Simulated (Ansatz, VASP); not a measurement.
CdF2: VASP beside Ansatz

Contents of INCAR:

```
SYSTEM = CdF2
  ALGO = Normal
  EDIFF = 1E-6
  ENCUT = 600
  GGA = PE
  GGA_COMPAT = .False.
  ISIF = 2
  ISMEAR = 0
  LASPH = .True.
  LCHARG = .False.
  LREAL = .False.
  LWAVE = .False.
  NBANDS = 20
  NELM = 120
  PREC = Accurate
  SIGMA = 0.02
```

KPOINTS

```
k-points
0
Gamma
  8 8 8
  0 0 0
```

File POSCAR:

```
CdF2
1.0
    0.0000000000      2.7406998190      2.7406998190
    2.7406998190      0.0000000000      2.7406998190
    2.7406998190      2.7406998190      0.0000000000
Cd F
1 2
Direct
    0.0000000000      0.0000000000      0.0000000000
    0.2500000000      0.2500000000      0.2500000000
    0.7500000000      0.7500000000      0.7500000000
```

Input for Ansatz:

```yaml
crystal:
  lattice:
    - [0.0, 2.740699819, 2.740699819]
    - [2.740699819, 0.0, 2.740699819]
    - [2.740699819, 2.740699819, 0.0]
  atoms:
    - { symbol: Cd, position: [0.0, 0.0, 0.0] }
    - { symbol: F, position: [0.25, 0.25, 0.25] }
    - { symbol: F, position: [0.75, 0.75, 0.75] }
basis:
  ecutwfc: 420
kpoints:
  mp_grid: { grid: [8, 8, 8] }
  band_path:
    path:
      - [[0.0, 0.0, 0.0], [0.5, 0.0, 0.5], [0.625, 0.25, 0.625]]
      - [[0.375, 0.375, 0.75], [0.0, 0.0, 0.0], [0.5, 0.5, 0.5], [0.5, 0.25, 0.75], [0.5, 0.0, 0.5]]
    npoints: 10
hamiltonian:
  xc: pbe
  pseudopotentials: { kind: paw, azcp: { folder: soft_1 } }
scf:
  occupations: { method: gaussian, width: 0.02 }
  n_extra_bands: 7
output:
  forces: true
  stress: true
  eigenvalues: true
```

Alike in both runs: task single point; functional PBE; k mesh 8 × 8 × 8; occupations gaussian, width 0.02 eV; no spin polarisation.

```csv
,VASP,Ansatz
version,VASP 6.6.1,Ansatz 0.2.0
potentials or method,"VASP PAW PBE potentials, release 64 (Cd, F), cutoff 600 eV","scalar-relativistic, plane waves, PAW"
valence electrons in the cell,26,34
```

|  | VASP | Ansatz | Ansatz less VASP |
| --- | --- | --- | --- |
| gap on the k mesh at the Fermi level (eV) | 2.89 | 2.91 | +0.027 |
| least direct gap on the mesh (eV) | 3.45 | 3.47 | +0.026 |
| pressure (GPa) | 0.4 | 0.0 | -0.36 |

The functional is the same, so the differences come from potentials, cutoffs and numerics. VASP's potentials hold 26 valence electrons a cell and Ansatz's 34, so a difference there can come from the potentials and not from the codes.
